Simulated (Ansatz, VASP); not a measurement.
## GaAs: VASP beside Ansatz

```
Ga As
1.0
     0.00000    2.90159    2.90159
     2.90159    0.00000    2.90159
     2.90159    2.90159    0.00000
Ga As
1 1
Direct
  0.00000 0.00000 0.00000
  0.75000 0.75000 0.75000
```

Alike in both runs: functional RPBE; k mesh 10 × 10 × 10; occupations gaussian, width 0.01 eV; no spin polarisation.

Ansatz relaxed the structure, and its values are those at the end. VASP's run is a single point on that final structure, the one shown.

|  | VASP | Ansatz |
| --- | --- | --- |
| version | VASP 6.6.1 | Ansatz 0.2.0 |
| potentials or method | VASP PAW PBE potentials, release 64 (Ga_d, As) | scalar-relativistic, plane waves, PAW |
| plane-wave cutoff (eV) | 500 | 420 |
| valence electrons in the cell | 18 | 28 |

Ansatz gave:

- gap on the k mesh at the Fermi level (eV): 0.07
- pressure (GPa): 0.0

What did VASP give for the same quantities?

gap on the k mesh at the Fermi level (eV): 0.07; pressure (GPa): 0.1.

VASP's potentials were made for PBE, not for RPBE. VASP's potentials hold 18 valence electrons a cell and Ansatz's 28, so a difference there can come from the potentials and not from the codes.
